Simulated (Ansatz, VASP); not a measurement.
**LiCl in VASP and in Ansatz**

Contents of INCAR:

```
SYSTEM = LiCl
ALGO = Normal
EDIFF = 1E-7
ENCUT = 520
GGA = PE
ISIF = 2
ISMEAR = 0
LASPH = .TRUE.
LCHARG = .TRUE.
LELF = .TRUE.
LREAL = .FALSE.
LVHAR = .TRUE.
LWAVE = .FALSE.
NBANDS = 12
NELM = 100
PREC = Accurate
SIGMA = 0.02
```

File KPOINTS:

```
k-points
0
G
  8 8 8
  0 0 0
```

POSCAR

```
LiCl
1.0
    0.0000000000      2.6343419388      2.6343419388
    2.6343419388      0.0000000000      2.6343419388
    2.6343419388      2.6343419388      0.0000000000
Li Cl
1 1
Direct
    0.0000000000      0.0000000000      0.0000000000
    0.5000000000      0.5000000000      0.5000000000
```

Input for Ansatz:

```yaml
crystal:
  lattice:
    - [0.0, 2.6343419388, 2.6343419388]
    - [2.6343419388, 0.0, 2.6343419388]
    - [2.6343419388, 2.6343419388, 0.0]
  atoms:
    - { symbol: Li, position: [0.0, 0.0, 0.0] }
    - { symbol: Cl, position: [0.5, 0.5, 0.5] }
basis:
  ecutwfc: 420
kpoints:
  mp_grid: { grid: [8, 8, 8] }
hamiltonian:
  xc: pbe
scf:
  occupations: { method: gaussian, width: 0.02 }
output:
  forces: true
  stress: true
  eigenvalues: true
```

Alike in both runs: task single point; functional PBE; k mesh 8 × 8 × 8; occupations gaussian, width 0.02 eV; no spin polarisation.

|  | VASP | Ansatz |
| --- | --- | --- |
| version | VASP 6.6.1 | Ansatz 0.2.0 |
| potentials or method | VASP PAW PBE potentials, release 64 (Li_sv, Cl), cutoff 520 eV | scalar-relativistic, plane waves, PAW |
| valence electrons in the cell | 10 | 10 |

|  | VASP | Ansatz | Ansatz less VASP |
| --- | --- | --- | --- |
| gap on the k mesh at the Fermi level (eV) | 5.91 | 5.90 | -0.011 |
| least direct gap on the mesh (eV) | 5.91 | 5.90 | -0.011 |

Noted on VASP's run: the cutoff is short for stress, so the pressure is rough.
